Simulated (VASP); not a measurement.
# CsBr (Pm-3m) in VASP: a series of runs

The runs below take CsBr through relaxation of cell and atoms, with PBE, PBEsol, LDA, r2SCAN.

All numbers are computed with VASP 6.6.1; they aren't measurements. Logs are shortened: lines on timing, memory, paths and dates and some standing lists are left out, and cuts for length are marked.

## 1. The cell of the first run

The structure is cubic, space group Pm-3m (No. 221). Conventional cell: a = 4.326 Å, b = 4.326 Å, c = 4.326 Å, α = 90.00°, β = 90.00°, γ = 90.00°. Within 4.9 Å of Cs (site symmetry m-3m) lie 8 Br at 3.75 Å and 6 Cs at 4.33 Å. Br (site symmetry m-3m) has 8 Cs at 3.75 Å and 6 Br at 4.33 Å within 4.9 Å.

## 2. Relaxation of cell and atoms, PBE

Input file INCAR:

```
PREC = Accurate
ENCUT = 500
EDIFF = 1E-7
ISMEAR = -1
SIGMA = 0.02
LREAL = F
LASPH = T
NELM = 120
ALGO = Normal
ISIF = 3
LWAVE = F
LCHARG = F
GGA = PE
IBRION = 2
NSW = 80
EDIFFG = -0.005
GGA_COMPAT = F
NELMIN = 4
```

Input file KPOINTS:

```
regular mesh
0
Gamma
  6 6 6
```

Input file POSCAR:

```
CsBr
1.0
    4.3256222200      0.0000000000      0.0000000000
    0.0000000000      4.3256222200      0.0000000000
    0.0000000000      0.0000000000      4.3256222200
Cs Br
1 1
Direct
    0.0000000000      0.0000000000      0.0000000000
    0.5000000000      0.5000000000      0.5000000000
```

Potentials or basis: VASP PAW PBE potentials, release 64 (Cs_sv, Br).

On the command line:

```
> cat potpaw_PBE.64/Cs_sv/POTCAR potpaw_PBE.64/Br/POTCAR > POTCAR
> mpirun -np 1 vasp_std > vasp.out
```

OUTCAR:

```text
PREC = Accurate
   ENCUT = 500
   EDIFF = 1E-7
   ISMEAR = -1
   LREAL = F
   LASPH = T
   NELM = 120
   ISIF = 3
   GGA = PE
   IBRION = 2
   NSW = 80
   EDIFFG = -0.005
   NELMIN = 4

 ion  position               nearest neighbor table
   1  0.000  0.000  0.000-
   2  0.500  0.500  0.500-

  LATTYP: Found a simple cubic cell.
 ALAT       =     4.3256222200

  Lattice vectors:

 A1 = (   4.3256222200,   0.0000000000,   0.0000000000)
 A2 = (   0.0000000000,   4.3256222200,   0.0000000000)
 A3 = (   0.0000000000,   0.0000000000,   4.3256222200)

Analysis of symmetry for initial positions (statically):
=====================================================================
 Subroutine PRICEL returns:
 Original cell was already a primitive cell.

 Routine SETGRP: Setting up the symmetry group for a
 simple cubic supercell.

 Subroutine GETGRP returns: Found 48 space group operations
 (whereof 48 operations were pure point group operations)
 out of a pool of 48 trial point group operations.

The static configuration has the point symmetry O_h .

Analysis of symmetry for dynamics (positions and initial velocities):
=====================================================================
 Subroutine PRICEL returns:
 Original cell was already a primitive cell.

 Routine SETGRP: Setting up the symmetry group for a
 simple cubic supercell.

 Subroutine GETGRP returns: Found 48 space group operations
 (whereof 48 operations were pure point group operations)
 out of a pool of 48 trial point group operations.

The dynamic configuration has the point symmetry O_h .

 Subroutine INISYM returns: Found 48 space group operations
 (whereof 48 operations are pure point group operations),
 and found     1 'primitive' translations

----------------------------------------------------------------------------------------

                                     Primitive cell

  volume of cell :      80.9368

  direct lattice vectors                    reciprocal lattice vectors
     4.325622220  0.000000000  0.000000000     0.231180614  0.000000000  0.000000000
     0.000000000  4.325622220  0.000000000     0.000000000  0.231180614  0.000000000
     0.000000000  0.000000000  4.325622220     0.000000000  0.000000000  0.231180614

  length of vectors
     4.325622220  4.325622220  4.325622220     0.231180614  0.231180614  0.231180614

  position of ions in fractional coordinates (direct lattice)
     0.000000000  0.000000000  0.000000000
     0.500000000  0.500000000  0.500000000

  ion indices of the primitive-cell ions
   primitive index   ion index
                 1           1
                 2           2

[... 58 lines left out ...]
   ISTART =      0    job   : 0-new  1-cont  2-samecut
   ICHARG =      2    charge: 1-file 2-atom 10-const
   ISPIN  =      1    spin polarized calculation?
   LNONCOLLINEAR =      F non collinear calculations
   LSORBIT =      F    spin-orbit coupling
   LASPH  =      T    aspherical Exc in radial PAW
   ENCUT  =  500.0 eV  36.75 Ry    6.06 a.u.   7.89  7.89  7.89*2*pi/ulx,y,z
   NELM   =    120;   NELMIN=  4; NELMDL= -5     # of ELM steps
   EDIFF  = 0.1E-06   stopping-criterion for ELM
   LREAL  =      F    real-space projection
   EDIFFG = -.5E-02   stopping-criterion for IOM
   NSW    =     80    number of steps for IOM
   IBRION =      2    ionic relax: 0-MD 1-quasi-New 2-CG
   NFREE  =      1    steps in history (QN), initial steepest desc. (CG)
   ISIF   =      3    stress and relaxation
   ISYM   =      2    0-nonsym 1-usesym 2-fastsym
   POTIM  = 0.5000    time-step for ionic-motion
   TEBEG  =    0.0;   TEEND  =   0.0 temperature during run
   PSTRESS=    0.0 pullay stress
   NELECT =      16.0000    total number of electrons
   NUPDOWN=      -1.0000    fix difference up-down
   EMIN   =  10.00;   EMAX   =-10.00  energy-range for DOS
   EFERMI =   0.00;   METHOD = LEGACY
   ISMEAR =    -1;   SIGMA  =   0.02  broadening in eV -4-tet -1-fermi 0-gaus
   EFERMI_NEDOS =   21; number of points for ismear=-14 and -15
   IALGO  =     38    algorithm
   IMIX   =      4    mixing-type and parameters
     AMIX     =   0.40;   BMIX     =  1.00
     AMIX_MAG =   1.60;   BMIX_MAG =  1.00
  volume/ion in A,a.u.               =      40.47       273.09
  Fermi-wavevector in a.u.,A,eV,Ry     =   0.953673  1.802181 12.374397  0.909493
  Thomas-Fermi vector in A             =   2.082350
   LORBIT       =      0    0 simple, 1 ext, 2 COOP (PROOUT), +10 PAW based schemes
   GGA     = PE    functional components
   LHFCALC =     F    Hartree Fock is set to
   AEXX    =    0.0000 exact exchange contribution
   IVDW    =     0    specifies the selected vdW correction
   LEPSILON=     F    determine dielectric tensor
   LRPA    =     F    only Hartree local field effects (RPA)
 conjugate gradient relaxation of ions
 non-spin polarized calculation
  energy-cutoff  :      500.00
  volume of cell :       80.94
 maximum number of plane-waves:      2103
 NGX is ok and might be reduce to    32
   NGX = 15   NGY = 15   NGZ = 15

--------------------------------------- Ionic step        1  -------------------------------------------

 number of electron      16.0000002 magnetization

 Free energy of the ion-electron system (eV)
  ---------------------------------------------------
  ext. energy  EPLUGINS =         0.00000000
  ---------------------------------------------------
  free energy    TOTEN  =        -6.01661625 eV

  energy without entropy =       -6.01661625  energy(sigma->0) =       -6.01661625

 E-fermi :   0.0038     XC(G=0):  -7.9522

 val. band max:       -0.4295234090   @ k =   0.5000   0.5000   0.0000
 cond. band min:       3.9790007985   @ k =   0.0000   0.0000   0.0000
 fundamental gap:      4.4085242074
 Fermi energy:         0.0037866977

 k-point     1 :       0.0000    0.0000    0.0000
  band No.  band energies     occupation
      1     -20.2503      2.00000
      2     -12.7669      2.00000
      3      -6.8546      2.00000
      4      -6.8546      2.00000
      5      -6.8546      2.00000
      6      -0.4393      2.00000
      7      -0.4393      2.00000
      8      -0.4393      2.00000
      9       3.9790      0.00000
     10       4.5076      0.00000
     11       4.5076      0.00000
     12       8.6020      0.00000
[... 390 lines left out ...]
--------------------------------------- Ionic step        4  -------------------------------------------

 number of electron      16.0000003 magnetization

 Free energy of the ion-electron system (eV)
  ---------------------------------------------------
  ext. energy  EPLUGINS =         0.00000000
  ---------------------------------------------------
  free energy    TOTEN  =        -6.02400952 eV

  energy without entropy =       -6.02400952  energy(sigma->0) =       -6.02400952

 E-fermi :  -0.1384     XC(G=0):  -7.7484

 val. band max:       -0.6394424718   @ k =   0.5000   0.5000   0.0000
 cond. band min:       3.5941684381   @ k =   0.0000   0.0000   0.0000
 fundamental gap:      4.2336109099
 Fermi energy:        -0.1384066105

 k-point     1 :       0.0000    0.0000    0.0000
  band No.  band energies     occupation
      1     -20.5413      2.00000
      2     -12.9299      2.00000
      3      -7.1632      2.00000
      4      -7.1632      2.00000
      5      -7.1632      2.00000
      6      -0.6638      2.00000
      7      -0.6638      2.00000
      8      -0.6638      2.00000
      9       3.5942      0.00000
     10       4.3281      0.00000
     11       4.3281      0.00000
     12       8.2334      0.00000
[... 312 lines left out ...]
  FREE ENERGIE OF THE ION-ELECTRON SYSTEM (eV)
  ---------------------------------------------------
  free  energy   TOTEN  =        -6.0240095207 eV

  energy  without entropy=       -6.0240095207  energy(sigma->0) =       -6.02400952

 reached required accuracy - stopping structural energy minimisation
```

OSZICAR:

```text
N       E                     dE             d eps       ncg     rms          rms(c)
DAV:   1     0.963129929612E+02    0.96313E+02   -0.63261E+03   480   0.107E+03
DAV:   2     0.730701399004E+00   -0.95582E+02   -0.90695E+02   732   0.179E+02
DAV:   3    -0.621831639849E+01   -0.69490E+01   -0.69332E+01   592   0.555E+01
[... 36 lines left out ...]
DAV:   3    -0.602400974424E+01    0.13956E-03   -0.43450E-04   492   0.122E-01    0.191E-02
DAV:   4    -0.602400882416E+01    0.92009E-06   -0.15096E-05   508   0.250E-02    0.590E-03
DAV:   5    -0.602400919833E+01   -0.37417E-06   -0.12418E-06   536   0.720E-03    0.321E-03
DAV:   6    -0.602400951802E+01   -0.31969E-06   -0.83819E-08   348   0.237E-03    0.714E-04
DAV:   7    -0.602400952075E+01   -0.27288E-08   -0.29191E-08   252   0.995E-04
   4 F= -.60240095E+01 E0= -.60240095E+01  d E =-.739327E-02
```

It took 18 s on 1 thread of Intel Xeon 6975P-C (Granite Rapids), shared host; peak memory 0.18 GiB.

Results:

- Free energy: -6.0240 eV
- Relaxed volume: 42.40 Å³/atom
- Relaxed cell: a = 4.393 Å, b = 4.393 Å, c = 4.393 Å, α = 90.00°, β = 90.00°, γ = 90.00°
- Space group after relaxing (to 0.1 Å): Pm-3m (No. 221)
- Energy gained by relaxing: 3.7 meV/atom
- Ionic steps: 4
- Pressure after relaxing: 0.0 GPa
- Band gap on the k mesh: 4.23 eV (least direct gap 4.26 eV)

The path:
```
step  energy change (eV)  largest force (eV/Å)  pressure (GPa)  volume (Å³)
   1              0.0000                0.0000            0.65        80.94
   2             -0.0056                0.0000            0.30        82.86
   3             -0.0074                0.0000           -0.04        85.05
   4             -0.0074                0.0000            0.00        84.81
```

Final structure:
```xyz
2
Lattice="4.3935 0.0000 0.0000 0.0000 4.3935 0.0000 0.0000 0.0000 4.3935" Properties=species:S:1:pos:R:3 pbc="T T T"
Cs    0.0000    0.0000    0.0000
Br    2.1967    2.1967    2.1967
```

Caveat: spin-orbit coupling is left out, which moves the levels of the heavy elements. A k mesh can miss the band edges.

## 3. Relaxation of cell and atoms, PBEsol

This run uses another cell than the first one, of 42.20 Å³/atom.

Input file INCAR:

```
PREC = Accurate ; ENCUT = 500
EDIFF = 1E-7 ; ISMEAR = -1
SIGMA = 0.02 ; LREAL = False
LASPH = True ; NELM = 120
ALGO = Normal ; ISIF = 3
LWAVE = False ; LCHARG = False
GGA = PS ; IBRION = 2
NSW = 80 ; EDIFFG = -0.005
GGA_COMPAT = False ; NELMIN = 4
```

KPOINTS is that of step 2.

Input file POSCAR:

```
CsBr
1.0
    4.3865067364      0.0000000000      0.0000000000
    0.0000000000      4.3865067364      0.0000000000
    0.0000000000      0.0000000000      4.3865067364
Cs Br
1 1
Direct
    0.0000000000      0.0000000000      0.0000000000
    0.5000000000      0.5000000000      0.5000000000
```

Potentials or basis: VASP PAW PBE potentials, release 64 (Cs_sv, Br).

On the command line:

```
> cat potpaw_PBE.64/Cs_sv/POTCAR potpaw_PBE.64/Br/POTCAR > POTCAR
> mpirun -np 1 vasp_std > vasp.out
```

It took 18 s on 1 thread of Intel Xeon 6975P-C (Granite Rapids), shared host; peak memory 0.19 GiB.

It converged, with:

```
Free energy                           : -6.3479 eV
Relaxed volume                        : 38.30 Å³/atom
Relaxed cell                          : a = 4.247 Å, b = 4.247 Å, c = 4.247 Å, α = 90.00°, β = 90.00°, γ = 90.00°
Space group after relaxing (to 0.1 Å) : Pm-3m (No. 221)
Energy gained by relaxing             : 15.8 meV/atom
Ionic steps                           : 4
Pressure after relaxing               : 0.0 GPa
Band gap on the k mesh                : 4.42 eV
```

The path:
| step | energy change (eV) | largest force (eV/Å) | pressure (GPa) | volume (Å³) |
| --- | --- | --- | --- | --- |
| 1 | 0.0000 | 0.0000 | -1.18 | 84.40 |
| 2 | -0.0224 | 0.0000 | -0.71 | 80.66 |
| 3 | -0.0316 | 0.0000 | -0.07 | 77.01 |
| 4 | -0.0317 | 0.0000 | 0.01 | 76.60 |

Final structure:
```yaml
crystal:
  lattice:
    - [4.24702, 0.00000, 0.00000]
    - [0.00000, 4.24702, 0.00000]
    - [0.00000, 0.00000, 4.24702]
  atoms:
    - { symbol: Cs, position: [0.00000, 0.00000, 0.00000] }
    - { symbol: Br, position: [0.50000, 0.50000, 0.50000] }
```

Levels at points of the mesh, in eV from the valence-band top:
| k point | band 4 | band 5 | band 6 | band 7 | band 8 | band 9 | band 10 | band 11 | band 12 |
| --- | --- | --- | --- | --- | --- | --- | --- | --- | --- |
| (0.00, 0.00, 0.00) | -6.29 | -6.29 | 0.00 | 0.00 | 0.00 | 4.42 | 4.76 | 4.76 | 9.18 |
| (0.50, 0.00, 0.00) | -6.16 | -6.16 | -1.44 | -0.24 | -0.24 | 5.83 | 7.33 | 7.75 | 8.17 |
| (0.50, 0.50, 0.00) | -6.94 | -6.09 | -0.60 | -0.60 | -0.01 | 5.15 | 5.39 | 7.18 | 7.18 |
| (0.50, 0.50, 0.50) | -6.73 | -6.73 | -1.29 | -1.29 | -1.29 | 8.39 | 8.39 | 8.39 | 9.17 |

Caveat: the PAW data sets were made with another functional, which shifts forces and pressure a little; spin-orbit coupling is left out, which moves the levels of the heavy elements.

## 4. Relaxation of cell and atoms, LDA

This run uses another cell than the first one, of 42.20 Å³/atom.

Input file INCAR:

```
  PREC = Accurate
  ENCUT = 500
  EDIFF = 1E-7
  ISMEAR = -1
  SIGMA = 0.02
  LREAL = F
  LASPH = T
  NELM = 120
  ALGO = Normal
  ISIF = 3
  LWAVE = F
  LCHARG = F
  GGA = CA
  IBRION = 2
  NSW = 80
  EDIFFG = -0.005
  GGA_COMPAT = F
  NELMIN = 4
```

Input file KPOINTS:

```
Automatic mesh
0
Gamma
  6 6 6
```

POSCAR is that of step 3.

Potentials or basis: VASP PAW LDA potentials, release 64 (Cs_sv, Br).

On the command line:

```
> cat potpaw_LDA.64/Cs_sv/POTCAR potpaw_LDA.64/Br/POTCAR > POTCAR
> mpirun -np 1 vasp_std > vasp.out
```

Run time: 34 s. Hardware: 1 thread of Intel Xeon 6975P-C (Granite Rapids), shared host; peak memory 0.17 GiB.

The run converged. Its results:

- Free energy: -6.7941 eV
- Relaxed volume: 35.69 Å³/atom
- Relaxed cell: a = 4.148 Å, b = 4.148 Å, c = 4.148 Å, α = 90.00°, β = 90.00°, γ = 90.00°
- Space group after relaxing (to 0.1 Å): Pm-3m (No. 221)
- Energy gained by relaxing: 55.7 meV/atom
- Ionic steps: 17
- Pressure after relaxing: 0.0 GPa
- Band gap on the k mesh: 4.51 eV

Step by step:
| step | energy change (eV) | largest force (eV/Å) | pressure (GPa) | volume (Å³) |
| --- | --- | --- | --- | --- |
| 1 | 0.0000 | 0.0000 | -2.29 | 84.40 |
| 2 | -0.0841 | 0.0000 | -1.37 | 77.24 |
| 3 | -0.1110 | 0.0000 | -0.18 | 71.97 |
| 4 | -0.1113 | 0.0000 | 0.03 | 71.24 |
| 5 | -0.1113 | 0.0000 | -0.04 | 71.49 |
| 6 | -0.1113 | 0.0000 | -0.04 | 71.48 |
| 7 | -0.1113 | 0.0000 | -0.04 | 71.48 |
| 8 | -0.1113 | 0.0000 | -0.04 | 71.48 |
| 9 | -0.1113 | 0.0000 | -0.04 | 71.48 |
| 10 | -0.1113 | 0.0000 | -0.04 | 71.48 |
| 11 | -0.1113 | 0.0000 | -0.04 | 71.48 |
| 12 | -0.1113 | 0.0000 | -0.04 | 71.48 |
| 13 | -0.1113 | 0.0000 | -0.04 | 71.47 |
| 14 | -0.1113 | 0.0000 | -0.04 | 71.47 |
| 15 | -0.1113 | 0.0000 | -0.03 | 71.46 |
| 16 | -0.1113 | 0.0000 | -0.03 | 71.43 |
| 17 | -0.1113 | 0.0000 | -0.01 | 71.38 |

Final structure:
```xyz
2
Lattice="4.1483 0.0000 0.0000 0.0000 4.1483 0.0000 0.0000 0.0000 4.1483" Properties=species:S:1:pos:R:3 pbc="T T T"
Cs    0.0000    0.0000    0.0000
Br    2.0741    2.0741    2.0741
```

Levels at points of the mesh, in eV from the valence-band top:
```csv
k point,band 5,band 6,band 7,band 8,band 9,band 10,band 11,band 12
"(0.00, 0.00, 0.00)",-6.19,0.00,0.00,0.00,4.51,4.51,4.53,9.31
"(0.50, 0.00, 0.00)",-6.03,-1.65,-0.33,-0.33,5.66,7.54,8.04,8.04
"(0.50, 0.50, 0.00)",-5.93,-0.63,-0.63,-0.06,5.01,5.30,7.12,7.12
"(0.50, 0.50, 0.50)",-6.73,-1.53,-1.53,-1.53,8.64,8.64,8.64,9.41
```

Caveat: the volume moved by over 15 % at a fixed basis, so the end points are rough; spin-orbit coupling is left out, which moves the levels of the heavy elements. A k mesh can miss the band edges.

## 5. Relaxation of cell and atoms, r2SCAN

This run uses another cell than the first one, of 42.20 Å³/atom.

POSCAR is that of step 4.

Input file INCAR.step1:

```
PREC = Accurate
ENCUT = 550
ISMEAR = -1
SIGMA = 0.02
LREAL = F
LASPH = T
NELM = 120
GGA = PE
ALGO = Normal
EDIFF = 1E-5
LWAVE = T
LCHARG = F
GGA_COMPAT = F
IBRION = 2
ISIF = 3
EDIFFG = -0.005
NELMIN = 4
NSW = 100
```

Input file INCAR.step2:

```
PREC = Accurate
ENCUT = 550
EDIFF = 1E-7
ISMEAR = -1
SIGMA = 0.02
LREAL = F
LASPH = T
NELM = 120
ALGO = Normal
ISIF = 3
LWAVE = F
LCHARG = F
METAGGA = R2SCAN
LMIXTAU = T
IBRION = 2
NSW = 80
EDIFFG = -0.005
ISTART = 1
GGA_COMPAT = F
NELMIN = 4
```

Input file KPOINTS:

```
regular mesh
0
Gamma
  6 6 6
```

Potentials or basis: VASP PAW PBE potentials, release 64 (Cs_sv, Br).

On the command line:

```
> cat potpaw_PBE.64/Cs_sv/POTCAR potpaw_PBE.64/Br/POTCAR > POTCAR
> cp INCAR.step1 INCAR
> mpirun -np 1 vasp_std > vasp.out
> cp INCAR.step2 INCAR
> mpirun -np 1 vasp_std > vasp.out
```

Run time: 2.2 min. Hardware: 1 thread of Intel Xeon 6975P-C (Granite Rapids), shared host; peak memory 0.24 GiB.

Results (log left out):

```
Free energy                           : -42.3258 eV
Relaxed volume                        : 40.51 Å³/atom
Relaxed cell                          : a = 4.327 Å, b = 4.327 Å, c = 4.327 Å, α = 90.00°, β = 90.00°, γ = 90.00°
Space group after relaxing (to 0.1 Å) : Pm-3m (No. 221)
Energy gained by relaxing             : 3.1 meV/atom
Ionic steps                           : 4
Pressure after relaxing               : 0.0 GPa
Band gap on the k mesh                : 5.16 eV (least direct gap 5.17 eV)
```

Step by step:
```csv
step,energy change (eV),largest force (eV/Å),pressure (GPa),volume (Å³)
1,0.0000,0.0000,-0.56,84.40
2,-0.0047,0.0000,-0.28,82.61
3,-0.0061,0.0000,-0.04,81.21
4,-0.0061,0.0000,0.01,81.01
```

Final structure:
```cif
data_structure
_symmetry_space_group_name_H-M 'P 1'
_symmetry_Int_Tables_number 1
_cell_length_a 4.3270
_cell_length_b 4.3270
_cell_length_c 4.3270
_cell_angle_alpha 90.000
_cell_angle_beta 90.000
_cell_angle_gamma 90.000
_cell_volume 81.01
loop_
_atom_site_label
_atom_site_type_symbol
_atom_site_fract_x
_atom_site_fract_y
_atom_site_fract_z
_atom_site_occupancy
Cs1 Cs 0.00000 0.00000 0.00000 1
Br1 Br 0.50000 0.50000 0.50000 1
```

Levels at points of the mesh, in eV from the valence-band top:
```csv
k point,band 6,band 7,band 8,band 9,band 10,band 11
"(0.00, 0.00, 0.00)",-0.01,-0.01,-0.01,5.16,5.43,5.43
"(0.50, 0.00, 0.00)",-1.25,-0.19,-0.19,6.43,7.82,8.34
"(0.50, 0.50, 0.00)",-0.58,-0.58,0.00,5.83,6.10,7.84
"(0.50, 0.50, 0.50)",-1.12,-1.12,-1.12,8.87,8.87,8.87
```

Caveat: the PAW data sets were made with another functional, which shifts forces and pressure a little; spin-orbit coupling is left out, which moves the levels of the heavy elements.

## 6. The runs side by side

| level | potentials or basis | cell | cutoff (eV) | gap on the mesh (eV) | pressure (GPa) | relaxed volume (Å³/atom) |
| --- | --- | --- | --- | --- | --- | --- |
| PBE | VASP PAW PBE potentials, release 64 (Cs_sv, Br) | relaxed from a = 4.326 Å, 2 atoms | 500 | 4.23 | 0.0 | 42.40 |
| PBEsol | VASP PAW PBE potentials, release 64 (Cs_sv, Br) | relaxed from a = 4.387 Å, 2 atoms | 500 | 4.42 | 0.0 | 38.30 |
| LDA | VASP PAW LDA potentials, release 64 (Cs_sv, Br) | relaxed from a = 4.387 Å, 2 atoms | 500 | 4.51 | 0.0 | 35.69 |
| r2SCAN | VASP PAW PBE potentials, release 64 (Cs_sv, Br) | relaxed from a = 4.387 Å, 2 atoms | 550 | 5.16 | 0.0 | 40.51 |

Alike in all rows: task relaxation of cell and atoms; no spin polarisation; k mesh 6 × 6 × 6; smearing fermi-dirac 0.02 eV.

Caveats: spin-orbit coupling is left out, which moves the levels of the heavy elements; the PAW data sets were made with another functional, which shifts forces and pressure a little (at least some runs); the volume moved by over 15 % at a fixed basis, so the end points are rough (at least some runs).

Total energies depend on the potentials used, so only differences within one code and one set of settings carry meaning.
